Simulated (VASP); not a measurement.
# Rb (Im-3m) in VASP: a series of runs

The runs below take Rb through single point, with PBE.

Everything below comes from runs of VASP 6.6.1. Logs are shortened: lines on timing, memory, paths and dates and some standing lists are left out, and cuts for length are marked.

## 1. The cell of the first run

The structure is cubic, space group Im-3m (No. 229). Conventional cell: a = 5.035 Å, b = 5.035 Å, c = 5.035 Å, α = 90.00°, β = 90.00°, γ = 90.00°. Rb (site symmetry m-3m) has 14 Rb at 4.36 to 5.04 Å within 5.7 Å.

## 2. Single point, PBE

INCAR

```
SYSTEM = Rb
PREC = Accurate
ENCUT = 520
EDIFF = 1E-6
ISMEAR = -1
SIGMA = 0.08
LREAL = .False.
LASPH = .True.
NELM = 60
ALGO = Normal
ISIF = 2
LWAVE = .False.
LCHARG = .False.
GGA = PE
NBANDS = 10
```

KPOINTS

```
Automatic mesh
0
Gamma
  11 11 11
  0 0 0
```

POSCAR

```
Rb
1.0
   -2.5175469566      2.5175469566      2.5175469566
    2.5175469566     -2.5175469566      2.5175469566
    2.5175469566      2.5175469566     -2.5175469566
Rb
1
Direct
    0.0000000000      0.0000000000      0.0000000000
```

Potentials or basis: VASP PAW PBE potentials, release 64 (Rb_sv).

Launch:

```sh
$ cat potpaw_PBE.64/Rb_sv/POTCAR > POTCAR
$ mpirun -np 1 vasp_std > vasp.out
```

OUTCAR:

```text
SYSTEM = Rb
   PREC = Accurate
   ENCUT = 520
   EDIFF = 1E-6
   ISMEAR = -1
   LREAL = .False.
   LASPH = .True.
   NELM = 60
   ISIF = 2
   GGA = PE

 ion  position               nearest neighbor table
   1  0.000  0.000  0.000-

  LATTYP: Found a body centered cubic cell.
 ALAT       =     5.0350939132

  Lattice vectors:

 A1 = (  -2.5175469566,   2.5175469566,   2.5175469566)
 A2 = (   2.5175469566,  -2.5175469566,   2.5175469566)
 A3 = (   2.5175469566,   2.5175469566,  -2.5175469566)

Analysis of symmetry for initial positions (statically):
=====================================================================
 Subroutine PRICEL returns:
 Original cell was already a primitive cell.

 Routine SETGRP: Setting up the symmetry group for a
 body centered cubic supercell.

 Subroutine GETGRP returns: Found 48 space group operations
 (whereof 48 operations were pure point group operations)
 out of a pool of 48 trial point group operations.

The static configuration has the point symmetry O_h .

Analysis of symmetry for dynamics (positions and initial velocities):
=====================================================================
 Subroutine PRICEL returns:
 Original cell was already a primitive cell.

 Routine SETGRP: Setting up the symmetry group for a
 body centered cubic supercell.

 Subroutine GETGRP returns: Found 48 space group operations
 (whereof 48 operations were pure point group operations)
 out of a pool of 48 trial point group operations.

The dynamic configuration has the point symmetry O_h .

 Subroutine INISYM returns: Found 48 space group operations
 (whereof 48 operations are pure point group operations),
 and found     1 'primitive' translations

----------------------------------------------------------------------------------------

                                     Primitive cell

  volume of cell :      63.8253

  direct lattice vectors                    reciprocal lattice vectors
    -2.517546957  2.517546957  2.517546957     0.000000000  0.198606027  0.198606027
     2.517546957 -2.517546957  2.517546957     0.198606027  0.000000000  0.198606027
     2.517546957  2.517546957 -2.517546957     0.198606027  0.198606027  0.000000000

  length of vectors
     4.360519239  4.360519239  4.360519239     0.280871338  0.280871338  0.280871338

  position of ions in fractional coordinates (direct lattice)
     0.000000000  0.000000000  0.000000000

  ion indices of the primitive-cell ions
   primitive index   ion index
                 1           1

----------------------------------------------------------------------------------------

 KPOINTS: Automatic mesh

Automatic generation of k-mesh.
 Grid dimensions read from file:
 generate k-points for:   11   11   11

 Generating k-lattice:

  Cartesian coordinates                     Fractional coordinates (reciprocal lattice)
     0.000000000  0.018055093  0.018055093     0.090909091  0.000000000  0.000000000
     0.018055093  0.000000000  0.018055093     0.000000000  0.090909091  0.000000000
     0.018055093  0.018055093  0.000000000     0.000000000  0.000000000  0.090909091

  Length of vectors
     0.025533758  0.025533758  0.025533758

  Shift w.r.t. Gamma in fractional coordinates (k-lattice)
     0.000000000  0.000000000  0.000000000

 Subroutine IBZKPT returns following result:
 ===========================================

 Found     56 irreducible k-points:

 Following reciprocal coordinates:
            Coordinates               Weight
  0.000000  0.000000  0.000000      1.000000
  0.090909  0.000000  0.000000     12.000000
  0.181818  0.000000  0.000000     12.000000
  0.272727  0.000000  0.000000     12.000000
  0.363636  0.000000  0.000000     12.000000
  0.454545  0.000000  0.000000     12.000000
[... 16 lines left out ...]
  0.272727  0.181818  0.090909     48.000000
  0.363636  0.181818  0.090909     24.000000
 [... further k-points ...]
   k-points           NKPTS =     56   k-points in BZ     NKDIM =     56   number of bands    NBANDS=     10
   number of dos      NEDOS =    301   number of ions     NIONS =      1
   total plane-waves  NPLWV =  32768
   dimension x,y,z NGX =    32 NGY =   32 NGZ =   32
   dimension x,y,z NGXF=    64 NGYF=   64 NGZF=   64
   ions per type =               1
   NGX,Y,Z   is equivalent  to a cutoff of  12.20, 12.20, 12.20 a.u.
   NGXF,Y,Z  is equivalent  to a cutoff of  24.40, 24.40, 24.40 a.u.
 SYSTEM =  Rb
   PREC   = accura    normal or accurate (medium, high low for compatibility)
   ISTART =      0    job   : 0-new  1-cont  2-samecut
   ICHARG =      2    charge: 1-file 2-atom 10-const
   ISPIN  =      1    spin polarized calculation?
   LNONCOLLINEAR =      F non collinear calculations
   LSORBIT =      F    spin-orbit coupling
   LASPH  =      T    aspherical Exc in radial PAW
   ENCUT  =  520.0 eV  38.22 Ry    6.18 a.u.   8.11  8.11  8.11*2*pi/ulx,y,z
   NELM   =     60;   NELMIN=  2; NELMDL= -5     # of ELM steps
   EDIFF  = 0.1E-05   stopping-criterion for ELM
   LREAL  =      F    real-space projection
   EDIFFG = 0.1E-04   stopping-criterion for IOM
   NSW    =      0    number of steps for IOM
   IBRION =     -1    ionic relax: 0-MD 1-quasi-New 2-CG
   NFREE  =      0    steps in history (QN), initial steepest desc. (CG)
   ISIF   =      2    stress and relaxation
   ISYM   =      2    0-nonsym 1-usesym 2-fastsym
   POTIM  = 0.5000    time-step for ionic-motion
   TEBEG  =    0.0;   TEEND  =   0.0 temperature during run
   PSTRESS=    0.0 pullay stress
   NELECT =       9.0000    total number of electrons
   NUPDOWN=      -1.0000    fix difference up-down
   EMIN   =  10.00;   EMAX   =-10.00  energy-range for DOS
   EFERMI =   0.00;   METHOD = LEGACY
   ISMEAR =    -1;   SIGMA  =   0.08  broadening in eV -4-tet -1-fermi 0-gaus
   EFERMI_NEDOS =   21; number of points for ismear=-14 and -15
   IALGO  =     38    algorithm
   IMIX   =      4    mixing-type and parameters
     AMIX     =   0.40;   BMIX     =  1.00
     AMIX_MAG =   1.60;   BMIX_MAG =  1.00
  volume/ion in A,a.u.               =      63.83       430.71
  Fermi-wavevector in a.u.,A,eV,Ry     =   0.852102  1.610239  9.878881  0.726077
  Thomas-Fermi vector in A             =   1.968338
   LORBIT       =      0    0 simple, 1 ext, 2 COOP (PROOUT), +10 PAW based schemes
   GGA     = PE    functional components
   LHFCALC =     F    Hartree Fock is set to
   AEXX    =    0.0000 exact exchange contribution
   IVDW    =     0    specifies the selected vdW correction
   LEPSILON=     F    determine dielectric tensor
   LRPA    =     F    only Hartree local field effects (RPA)
 non-spin polarized calculation
  energy-cutoff  :      520.00
  volume of cell :       63.83
 maximum number of plane-waves:      1733
   NGX = 17   NGY = 17   NGZ = 17

 number of electron       9.0000000 magnetization

 Free energy of the ion-electron system (eV)
  ---------------------------------------------------
  ext. energy  EPLUGINS =         0.00000000
  ---------------------------------------------------
  free energy    TOTEN  =        -0.82374992 eV

  energy without entropy =       -0.80707881  energy(sigma->0) =       -0.81541436

 E-fermi :   0.9982     XC(G=0):  -6.4029

 val. band max:        0.9839878471   @ k =  -0.3636   0.4545   0.0909
 cond. band min:       1.0773977631   @ k =  -0.4545   0.4545   0.0909
 fundamental gap:      0.0934099160
 Fermi energy:         0.9981671135

 k-point     1 :       0.0000    0.0000    0.0000
  band No.  band energies     occupation
      1     -27.8266      2.00000
      2     -11.7945      2.00000
      3     -11.7945      2.00000
      4     -11.7945      2.00000
      5      -1.4892      2.00000
      6       4.9484      0.00000
      7       4.9484      0.00000
      8       4.9484      0.00000
      9       6.1699      0.00000
     10       6.1699      0.00000

 k-point     2 :       0.0909    0.0000    0.0000
  band No.  band energies     occupation
      1     -27.8249      2.00000
      2     -11.8204      2.00000
      3     -11.8022      2.00000
      4     -11.7947      2.00000
      5      -1.3512      2.00000
      6       4.7740      0.00000
      7       4.7763      0.00000
      8       5.0855      0.00000
      9       5.9132      0.00000
     10       6.1261      0.00000

 k-point     3 :       0.1818    0.0000    0.0000
  band No.  band energies     occupation
      1     -27.8202      2.00000
      2     -11.8884      2.00000
      3     -11.8228      2.00000
      4     -11.7952      2.00000
      5      -0.9561      2.00000
      6       4.1554      0.00000
      7       4.3953      0.00000
      8       5.4914      0.00000
      9       5.8519      0.00000
     10       6.0738      0.00000

 k-point     4 :       0.2727    0.0000    0.0000
  band No.  band energies     occupation
      1     -27.8141      2.00000
      2     -11.9745      2.00000
      3     -11.8495      2.00000
      4     -11.7959      2.00000
      5      -0.3601      2.00000
      6       3.4061      0.00000
      7       4.0118      0.00000
      8       6.0317      0.00000
      9       6.1306      0.00000
     10       6.1493      0.00000

 k-point     5 :       0.3636    0.0000    0.0000
  band No.  band energies     occupation
      1     -27.8085      2.00000
      2     -12.0510      2.00000
      3     -11.8738      2.00000
      4     -11.7966      2.00000
      5       0.3395      1.99947
      6       2.7494      0.00000
      7       3.7241      0.00000
      8       6.1311      0.00000
      9       6.3593      0.00000
     10       7.0320      0.00000

 k-point     6 :       0.4545    0.0000    0.0000
  band No.  band energies     occupation
      1     -27.8052      2.00000
      2     -12.0954      2.00000
      3     -11.8881      2.00000
      4     -11.7970      2.00000
      5       0.9518      1.28176
      6       2.2457      0.00000
      7       3.5730      0.00000
      8       6.0382      0.00000
      9       6.7774      0.00000
     10       7.4296      0.00000
[... 183 lines left out ...]
 k-point    21 :      -0.0909    0.0909    0.0909
  band No.  band energies     occupation
      1     -27.8232      2.00000
      2     -11.8296      2.00000
      3     -11.8100      2.00000
      4     -11.8100      2.00000
      5      -1.2156      2.00000
      6       4.7350      0.00000
      7       4.7350      0.00000
      8       5.1066      0.00000
      9       5.3239      0.00000
     10       6.4224      0.00000

 k-point    22 :       0.1818    0.1818    0.0909
  band No.  band energies     occupation
      1     -27.8082      2.00000
      2     -12.0310      2.00000
      3     -11.8703      2.00000
      4     -11.8341      2.00000
      5       0.5110      1.99548
      6       2.9552      0.00000
      7       3.1958      0.00000
      8       6.3994      0.00000
      9       6.5418      0.00000
     10       6.7979      0.00000

 k-point    23 :       0.2727    0.1818    0.0909
  band No.  band energies     occupation
      1     -27.8049      2.00000
      2     -12.0451      2.00000
      3     -11.9104      2.00000
      4     -11.8415      2.00000
      5       1.2208      0.11655
      6       2.5330      0.00000
      7       2.9856      0.00000
      8       6.1017      0.00000
      9       6.6711      0.00000
     10       7.0469      0.00000

 k-point    24 :       0.3636    0.1818    0.0909
  band No.  band energies     occupation
      1     -27.8037      2.00000
      2     -12.0456      2.00000
      3     -11.9307      2.00000
      4     -11.8436      2.00000
      5       1.7141      0.00026
      6       2.1844      0.00000
      7       2.9173      0.00000
      8       5.8270      0.00000
      9       6.9060      0.00000
     10       7.0186      0.00000

 [... further k-points ...]

------------------------ aborting loop because EDIFF is reached ----------------------------------------

  FORCE on cell =-STRESS in cart. coord.  units (eV):
  Direction    XX          YY          ZZ          XY          YZ          ZX
  --------------------------------------------------------------------------------------
  -------------------------------------------------------------------------------------
  Total        0.7557198      0.7557198      0.7557198     -0.0000000     -0.0000000     -0.0000000
  in kB       18.9704936     18.9704936     18.9704936     -0.0000000     -0.0000000     -0.0000000
  external PRESSURE =      18.9704936 kB  Pullay stress =       0.0000000 kB

 VOLUME and BASIS-vectors are now :
 -----------------------------------------------------------------------------
  energy-cutoff  :      520.00
  volume of cell :       63.83
      direct lattice vectors                 reciprocal lattice vectors
    -2.517546957  2.517546957  2.517546957     0.000000000  0.198606027  0.198606027
     2.517546957 -2.517546957  2.517546957     0.198606027  0.000000000  0.198606027
     2.517546957  2.517546957 -2.517546957     0.198606027  0.198606027  0.000000000

 POSITION                                       TOTAL-FORCE (eV/Angst)
 -----------------------------------------------------------------------------------
      0.00000      0.00000      0.00000        -0.000000      0.000000      0.000000
 -----------------------------------------------------------------------------------
    total drift:                                0.000000      0.000000      0.000000

  FREE ENERGIE OF THE ION-ELECTRON SYSTEM (eV)
  ---------------------------------------------------
  free  energy   TOTEN  =        -0.8237499190 eV

  energy  without entropy=       -0.8070788103  energy(sigma->0) =       -0.81541436
```

Run time: 24 s. Hardware: 1 thread of Intel Xeon 8259CL, shared host; peak memory 0.19 GiB.

Results:

- Free energy: -0.8237 eV
- Pressure: 1.9 GPa
- Band gap on the k mesh: zero (an odd number of electrons rules out a gap without spin polarisation)

Levels at points of the mesh, in eV from the Fermi level:
```
           k point  band 3  band 4  band 5  band 6  band 7  band 8
(0.00, 0.00, 0.00)  -12.79  -12.79   -2.49    3.95    3.95    3.95
```

## 3. Single point, PBE

INCAR

```
  PREC = Accurate
  ENCUT = 520
  EDIFF = 1E-7
  ISMEAR = -1
  SIGMA = 0.08
  LREAL = F
  LASPH = T
  NELM = 60
  ALGO = Normal
  ISIF = 2
  LWAVE = F
  LCHARG = F
  GGA = PE
  NBANDS = 10
```

KPOINTS

```
Automatic mesh
0
Gamma
  11 11 11
```

POSCAR is that of step 2.

Potentials or basis: VASP PAW PBE potentials, release 64 (Rb_sv).

Launch:

```sh
$ cat potpaw_PBE.64/Rb_sv/POTCAR > POTCAR
$ mpirun -np 1 vasp_std > vasp.out
```

Wall time 29 s (1 thread of Intel Xeon 8259CL, shared host); peak memory 0.19 GiB.

Results (log left out):

```
Free energy            : -0.8237 eV
Pressure               : 1.9 GPa
Band gap on the k mesh : zero (an odd number of electrons rules out a gap without spin polarisation)
```

Levels at points of the mesh, in eV from the Fermi level:
```csv
k point,band 1,band 2,band 3,band 4,band 5,band 6,band 7,band 8,band 9,band 10
"(0.00, 0.00, 0.00)",-28.82,-12.79,-12.79,-12.79,-2.49,3.95,3.95,3.95,5.17,5.17
```
